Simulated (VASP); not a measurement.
# ZrC (Fm-3m) in VASP: elastic constants with PBEsol

Aim: the elastic constants of ZrC with PBEsol.

Everything below comes from runs of VASP 6.6.1. Logs are shortened: lines on timing, memory, paths and dates and some standing lists are left out, and cuts for length are marked.

### Step 1. The cell of the first run

The structure is cubic, space group Fm-3m (No. 225). The conventional cell has a = 4.669 Å, b = 4.669 Å, c = 4.669 Å, α = 90.00°, β = 90.00°, γ = 90.00°. Within 3.1 Å of Zr (site symmetry m-3m) lie 6 C at 2.33 Å. Within 3.1 Å of C (site symmetry m-3m) lie 6 Zr at 2.33 Å.

### Step 2. Elastic constants, PBEsol

INCAR reads:

```
ALGO = Normal
EDIFF = 1E-8
ENCUT = 600
GGA = PS
IBRION = 6
ISIF = 3
ISMEAR = 0
LASPH = True
LCHARG = False
LREAL = False
LWAVE = False
NELM = 60
NFREE = 2
NSW = 1
POTIM = 0.015
PREC = Accurate
SIGMA = 0.05
```

KPOINTS reads:

```
k-points
0
Gamma
  12 12 12
```

POSCAR reads:

```
ZrC
1.0
    0.0000000000      2.3345844199      2.3345844199
    2.3345844199      0.0000000000      2.3345844199
    2.3345844199      2.3345844199      0.0000000000
Zr C
1 1
Direct
    0.5000000000      0.5000000000      0.5000000000
    0.0000000000      0.0000000000      0.0000000000
```

Potentials or basis: VASP PAW PBE potentials, release 64 (Zr_sv, C).

On the command line:

```sh
$ cat potpaw_PBE.64/Zr_sv/POTCAR potpaw_PBE.64/C/POTCAR > POTCAR
$ mpirun -np 1 vasp_std > vasp.out
```

OUTCAR:

```text
EDIFF = 1E-8
   ENCUT = 600
   GGA = PS
   IBRION = 6
   ISIF = 3
   ISMEAR = 0
   LASPH = True
   LREAL = False
   NELM = 60
   NFREE = 2
   NSW = 1
   POTIM = 0.015
   PREC = Accurate

 ion  position               nearest neighbor table
   1  0.500  0.500  0.500-   2 2.33   2 2.33   2 2.33   2 2.33   2 2.33   2 2.33
   2  0.000  0.000  0.000-   1 2.33   1 2.33   1 2.33   1 2.33   1 2.33   1 2.33

  LATTYP: Found a face centered cubic cell.
 ALAT       =     4.6691688398

  Lattice vectors:

 A1 = (   0.0000000000,   2.3345844199,   2.3345844199)
 A2 = (   2.3345844199,   0.0000000000,   2.3345844199)
 A3 = (   2.3345844199,   2.3345844199,   0.0000000000)

Analysis of symmetry for initial positions (statically):
=====================================================================
 Subroutine PRICEL returns:
 Original cell was already a primitive cell.

 Routine SETGRP: Setting up the symmetry group for a
 face centered cubic supercell.

 Subroutine GETGRP returns: Found 48 space group operations
[... 9 lines left out ...]

 Routine SETGRP: Setting up the symmetry group for a
 face centered cubic supercell.

 Subroutine GETGRP returns: Found 48 space group operations
[... 11 lines left out ...]
                                     Primitive cell

  volume of cell :      25.4483

  direct lattice vectors                    reciprocal lattice vectors
     0.000000000  2.334584420  2.334584420    -0.214170880  0.214170880  0.214170880
     2.334584420  0.000000000  2.334584420     0.214170880 -0.214170880  0.214170880
     2.334584420  2.334584420  0.000000000     0.214170880  0.214170880 -0.214170880

  length of vectors
     3.301600949  3.301600949  3.301600949     0.370954846  0.370954846  0.370954846

  position of ions in fractional coordinates (direct lattice)
     0.500000000  0.500000000  0.500000000
     0.000000000  0.000000000  0.000000000

  ion indices of the primitive-cell ions
   primitive index   ion index
                 1           1
                 2           2

----------------------------------------------------------------------------------------

 KPOINTS: k-points

Automatic generation of k-mesh.
 Grid dimensions read from file:
 generate k-points for:   12   12   12

 Generating k-lattice:

  Cartesian coordinates                     Fractional coordinates (reciprocal lattice)
    -0.017847573  0.017847573  0.017847573     0.083333333  0.000000000  0.000000000
     0.017847573 -0.017847573  0.017847573     0.000000000  0.083333333  0.000000000
     0.017847573  0.017847573 -0.017847573     0.000000000  0.000000000  0.083333333

  Length of vectors
     0.030912904  0.030912904  0.030912904

  Shift w.r.t. Gamma in fractional coordinates (k-lattice)
     0.000000000  0.000000000  0.000000000

 Subroutine IBZKPT returns following result:
 ===========================================

 Found     72 irreducible k-points:

 Following reciprocal coordinates:
            Coordinates               Weight
  0.000000  0.000000  0.000000      1.000000
  0.083333  0.000000  0.000000      8.000000
  0.166667  0.000000  0.000000      8.000000
  0.250000  0.000000  0.000000      8.000000
[... 84 lines left out ...]
  ext. energy  EPLUGINS =         0.00000000
  ---------------------------------------------------
  free energy    TOTEN  =       -20.57257072 eV

  energy without entropy =      -20.57174636  energy(sigma->0) =      -20.57215854

------------------------ aborting loop because EDIFF is reached ----------------------------------------

  FORCE on cell =-STRESS in cart. coord.  units (eV):
  Direction    XX          YY          ZZ          XY          YZ          ZX
  --------------------------------------------------------------------------------------
  -------------------------------------------------------------------------------------
  Total        0.0522909      0.0522909      0.0522909      0.0000000      0.0000000     -0.0000000
  in kB        3.2921363      3.2921363      3.2921363      0.0000000      0.0000000     -0.0000000
  external PRESSURE =       3.2921363 kB  Pullay stress =       0.0000000 kB
[... 89 lines left out ...]
  FREE ENERGIE OF THE ION-ELECTRON SYSTEM (eV)
  ---------------------------------------------------
  free  energy   TOTEN  =       -20.5627216907 eV

  energy  without entropy=      -20.5621351222  energy(sigma->0) =      -20.56242841

[... ionic steps 4 to 14 ...]

--------------------------------------- Ionic step       15  -------------------------------------------

 number of electron      16.0000000 magnetization

------------------------ aborting loop because EDIFF is reached ----------------------------------------
[... 67 lines left out ...]
--------------------------------------- Ionic step       17  -------------------------------------------

 number of electron      16.0000000 magnetization

 Free energy of the ion-electron system (eV)
  ---------------------------------------------------
  ext. energy  EPLUGINS =         0.00000000
  ---------------------------------------------------
  free energy    TOTEN  =       -20.57173694 eV

  energy without entropy =      -20.57089783  energy(sigma->0) =      -20.57131739

 E-fermi :   9.8005     XC(G=0): -12.3788

 val. band max:        9.7924866402   @ k =   0.0000   0.1667   0.1667
 cond. band min:       9.8063761660   @ k =   0.1667   0.1667   0.0000
 fundamental gap:      0.0138895257
 Fermi energy:         9.8004897450

 k-point     1 :       0.0000    0.0000    0.0000
  band No.  band energies     occupation
      1     -38.1746      2.00000
      2     -15.9023      2.00000
      3     -15.9021      2.00000
      4     -15.9021      2.00000
      5      -1.6269      2.00000
      6      10.6299      0.00000
      7      10.6299      0.00000
      8      10.6740      0.00000
      9      10.7869      0.00000
     10      10.8387      0.00000
     11      10.8387      0.00000
     12      12.5869      0.00000
[... 331 lines left out ...]
 k-point    24 :      -0.4167    0.1667    0.0000
  band No.  band energies     occupation
      1     -38.0502      2.00000
      2     -16.7407      2.00000
      3     -16.1582      2.00000
      4     -16.0220      2.00000
      5       1.1144      2.00000
      6       4.9655      2.00000
      7       7.0180      2.00000
      8       7.0901      2.00000
      9      13.4764      0.00000
     10      14.0661      0.00000
     11      14.6604      0.00000
     12      17.8908      0.00000

 [... further k-points ...]
[... 5 lines left out ...]
  --------------------------------------------------------------------------------------
  -------------------------------------------------------------------------------------
  Total        0.0626898      0.0522452      0.0522452      0.0000000     -0.0000000      0.0000000
  in kB        3.9468342      3.2892595      3.2892595      0.0000000     -0.0000000      0.0000000
  external PRESSURE =       3.5084510 kB  Pullay stress =       0.0000000 kB
[... 17 lines left out ...]
  FREE ENERGIE OF THE ION-ELECTRON SYSTEM (eV)
  ---------------------------------------------------
  free  energy   TOTEN  =       -20.5717369360 eV

  energy  without entropy=      -20.5708978341  energy(sigma->0) =      -20.57131739

 INTERNAL STRAIN TENSORS FROM STRAINED CELLS
 ============================================

 INTERNAL STRAIN TENSOR FOR ION    1 for displacements in x,y,z  (eV/Angst):
          X           Y           Z          XY          YZ          ZX
  --------------------------------------------------------------------------------
  x     0.00000     0.00000    -0.00000     0.00000     0.00000    -0.00000
  y     0.00000     0.00000     0.00000    -0.00000    -0.00000    -0.00000
  z     0.00000     0.00000     0.00000     0.00000     0.00000    -0.00000

 INTERNAL STRAIN TENSORS FROM DISPLACED ATOMS
 ============================================

 INTERNAL STRAIN TENSOR FOR ION    1 for displacements in x,y,z  (eV/Angst):
          X           Y           Z          XY          YZ          ZX
  --------------------------------------------------------------------------------
  x     0.00000     0.00000     0.00000     0.00000     0.00000     0.00000
  y     0.00000     0.00000     0.00000     0.00000     0.00000     0.00000
  z     0.00000     0.00000     0.00000     0.00000     0.00000     0.00000

 INTERNAL STRAIN TENSOR FOR ION    2 for displacements in x,y,z  (eV/Angst):
          X           Y           Z          XY          YZ          ZX
  --------------------------------------------------------------------------------
  x     0.00000     0.00000     0.00000     0.00000     0.00000     0.00000
  y     0.00000     0.00000     0.00000     0.00000     0.00000     0.00000
  z     0.00000     0.00000     0.00000     0.00000     0.00000     0.00000

 Eigenvectors and eigenvalues of the dynamical matrix
 ----------------------------------------------------

   1 f  =   13.060961 THz    82.064437 2PiTHz  435.666755 cm-1    54.015769 meV
             X         Y         Z           dx          dy          dz
      2.334584  2.334584  2.334584    -0.341123    0.000000    0.000000
      0.000000  0.000000  0.000000     0.940019    0.000000    0.000000
[... 21 lines left out ...]
   6 f/i=    0.000380 THz     0.002387 2PiTHz    0.012670 cm-1     0.001571 meV
             X         Y         Z           dx          dy          dz
      2.334584  2.334584  2.334584     0.000000    0.000000    0.940019
      0.000000  0.000000  0.000000     0.000000    0.000000    0.341123

--------------------------------------------------------------------------------------------------------

 ELASTIC MODULI CONTR FROM IONIC RELAXATION (kBar)
 Direction    XX          YY          ZZ          XY          YZ          ZX
 --------------------------------------------------------------------------------
 XX           0.0000      0.0000      0.0000      0.0000      0.0000      0.0000
 YY           0.0000      0.0000      0.0000      0.0000      0.0000      0.0000
 ZZ           0.0000      0.0000      0.0000      0.0000      0.0000      0.0000
 XY           0.0000      0.0000      0.0000      0.0000      0.0000      0.0000
 YZ           0.0000      0.0000      0.0000      0.0000      0.0000      0.0000
 ZX           0.0000      0.0000      0.0000      0.0000      0.0000      0.0000
 --------------------------------------------------------------------------------

 TOTAL ELASTIC MODULI (kBar)
 Direction    XX          YY          ZZ          XY          YZ          ZX
 --------------------------------------------------------------------------------
 XX        4886.7557   1098.0936   1098.0936      0.0000     -0.0000      0.0000
 YY        1098.0936   4886.7557   1098.0936     -0.0000      0.0000     -0.0000
 ZZ        1098.0936   1098.0936   4886.7557     -0.0000      0.0000     -0.0000
 XY           0.0000     -0.0000     -0.0000   1520.4372     -0.0000      0.0000
 YZ          -0.0000      0.0000      0.0000     -0.0000   1520.4372      0.0000
 ZX           0.0000     -0.0000     -0.0000      0.0000      0.0000   1520.4372
 --------------------------------------------------------------------------------
```

It took 13 min on 1 thread of AMD EPYC 9R45 (Zen 5), shared host; peak memory 0.4 GiB.

What came out:

| Quantity | Value |
| --- | --- |
| Elastic constants C11, C12, C44 | 489, 110, 152 GPa |
| Voigt bulk modulus | 236 GPa |
| Highest phonon frequency at Γ, LO-TO splitting left out | 436 cm⁻¹ |

Phonon frequencies in cm⁻¹ (negative: imaginary):
```csv
q point,frequencies
"(0.000, 0.000, 0.000)",0 0 0 436 436 436
```

Elastic tensor in Voigt notation (GPa, in the Cartesian axes of the cell as first typed):
```
489 110 110   0   0   0
110 489 110   0   0   0
110 110 489   0   0   0
  0   0   0 152   0   0
  0   0   0   0 152   0
  0   0   0   0   0 152
```

Clamped-ion elastic tensor (GPa):
```
489 110 110   0   0   0
110 489 110   0   0   0
110 110 489   0   0   0
  0   0   0 152   0   0
  0   0   0   0 152   0
  0   0   0   0   0 152
```

Caveat: the PAW data sets were made with another functional, which shifts forces and pressure a little.
